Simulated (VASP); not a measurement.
**BN (lda): relaxation of cell and atoms with LDA**

The system is BN (lda).

```xyz
4
Lattice="2.4888 0.0000 0.0000 -1.2444 2.1554 0.0000 0.0000 0.0000 6.5324" Properties=species:S:1:pos:R:3 pbc="T T T"
B     0.0000    1.4369    1.6331
B     1.2444    0.7185    4.8993
N     0.0000    1.4369    4.8993
N     1.2444    0.7185    1.6331
```

```yaml
Program: VASP 6.6.1
Task: relaxation of cell and atoms
Functional: LDA
Potentials_or_basis: VASP PAW LDA potentials, release 64 (B, N)
Cutoff: 600 eV
k_mesh: 12 × 12 × 4
Occupations: gaussian, width 0.02 eV
Spin: no spin polarisation
Dipole_correction: no
Further_INCAR_settings: ALGO = Normal; EDIFF = 1e-07; IBRION = 2; EDIFFG = -0.002; NSW = 100; ISIF = 3
```

- Relaxed volume: 8.64 Å³/atom
- Relaxed cell: a = 2.490 Å, b = 2.490 Å, c = 6.436 Å, α = 90.00°, β = 90.00°, γ = 120.00°
- Space group after relaxing (to 0.05 Å): P6_3/mmc (No. 194)
- Energy gained by relaxing: 0.2 meV/atom
- Ionic steps: 10
- Pressure after relaxing: 0.0 GPa
- Band gap on the k mesh: 4.03 eV, indirect (least direct gap 4.43 eV)

Step by step:
| step | energy change (eV) | largest force (eV/Å) | pressure (GPa) | volume (Å³) |
| --- | --- | --- | --- | --- |
| 1 | 0.0000 | 0.0000 | 0.26 | 35.04 |
| 2 | 0.0001 | 0.0000 | -0.91 | 35.11 |
| 3 | -0.0001 | 0.0000 | -0.23 | 35.07 |
| 4 | -0.0002 | 0.0000 | -0.21 | 35.03 |
| 5 | -0.0005 | 0.0000 | -0.17 | 34.91 |
| 6 | -0.0007 | 0.0000 | -0.08 | 34.66 |
| 7 | -0.0008 | 0.0000 | -0.05 | 34.56 |
| 8 | -0.0008 | 0.0000 | -0.05 | 34.57 |
| 9 | -0.0007 | 0.0000 | 0.38 | 34.54 |
| 10 | -0.0008 | 0.0000 | 0.00 | 34.57 |

Final structure:
```cif
data_structure
_symmetry_space_group_name_H-M 'P 1'
_symmetry_Int_Tables_number 1
_cell_length_a 2.4902
_cell_length_b 2.4902
_cell_length_c 6.4363
_cell_angle_alpha 90.000
_cell_angle_beta 90.000
_cell_angle_gamma 120.000
_cell_volume 34.57
loop_
_atom_site_label
_atom_site_type_symbol
_atom_site_fract_x
_atom_site_fract_y
_atom_site_fract_z
_atom_site_occupancy
B1 B 0.33333 0.66667 0.25000 1
B2 B 0.66667 0.33333 0.75000 1
N1 N 0.33333 0.66667 0.75000 1
N2 N 0.66667 0.33333 0.25000 1
```

Levels at points of the mesh, in eV from the valence-band top:
| k point | band 5 | band 6 | band 7 | band 8 | band 9 | band 10 | band 11 | band 12 |
| --- | --- | --- | --- | --- | --- | --- | --- | --- |
| (0.00, 0.00, 0.00) | -1.35 | -1.35 | -1.30 | -1.30 | 5.13 | 10.45 | 11.52 | 11.52 |
| (0.50, 0.00, 0.00) | -4.22 | -4.13 | -1.63 | -0.40 | 4.03 | 5.68 | 9.62 | 10.06 |
| (0.00, 0.00, 0.50) | -1.33 | -1.33 | -1.33 | -1.33 | 7.75 | 7.75 | 11.60 | 11.60 |
| (0.50, 0.00, 0.50) | -4.18 | -4.18 | -0.99 | -0.99 | 4.55 | 4.55 | 10.07 | 10.07 |

It took 62 s on 1 thread of Intel(R) Xeon(R) 6975P-C (Granite Rapids), with other jobs on the host, peak memory 0.15 GiB.

A k mesh can miss the band edges. LDA usually gives volumes a few per cent too small.
